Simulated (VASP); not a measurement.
Here is a VASP 6.6.1 calculation.

POSCAR

```
LiH
1.0
    0.0000000000      2.0092229770      2.0092229770
    2.0092229770      0.0000000000      2.0092229770
    2.0092229770      2.0092229770      0.0000000000
Li H
1 1
Direct
    0.0000000000      0.0000000000      0.0000000000
    0.5000000000      0.5000000000      0.5000000000
```

Contents of INCAR.step1:

```
PREC = Accurate
ENCUT = 520
EDIFF = 1E-5
ISMEAR = -1
SIGMA = 0.01
LREAL = False
LASPH = True
NELM = 80
ALGO = Normal
ISIF = 2
LWAVE = True
GGA = PE
NBANDS = 9
```

Contents of INCAR.step2:

```
PREC = Accurate
ENCUT = 520
EDIFF = 1E-7
ISMEAR = -1
SIGMA = 0.01
LREAL = False
LASPH = True
NELM = 80
ALGO = Normal
ISIF = 2
LWAVE = False
LCHARG = True
GGA = PE
LHFCALC = True
AEXX = 1.0
ALDAC = 0.0
AGGAC = 0.0
PRECFOCK = Normal
LELF = True
LVHAR = True
ISTART = 1
NBANDS = 9
```

File KPOINTS:

```
regular mesh
0
Gamma
  7 7 7
```

Potentials or basis: VASP PAW PBE potentials, release 64 (Li_sv, H).

The run is started by

```sh
$ cat potpaw_PBE.64/Li_sv/POTCAR potpaw_PBE.64/H/POTCAR > POTCAR
$ cp INCAR.step1 INCAR
$ mpirun -np 1 vasp_std > vasp.out
$ cp INCAR.step2 INCAR
$ mpirun -np 1 vasp_std > vasp.out
```

(1) Predict the band gap on the k mesh.

Results:

(1) 11.56 eV, direct.
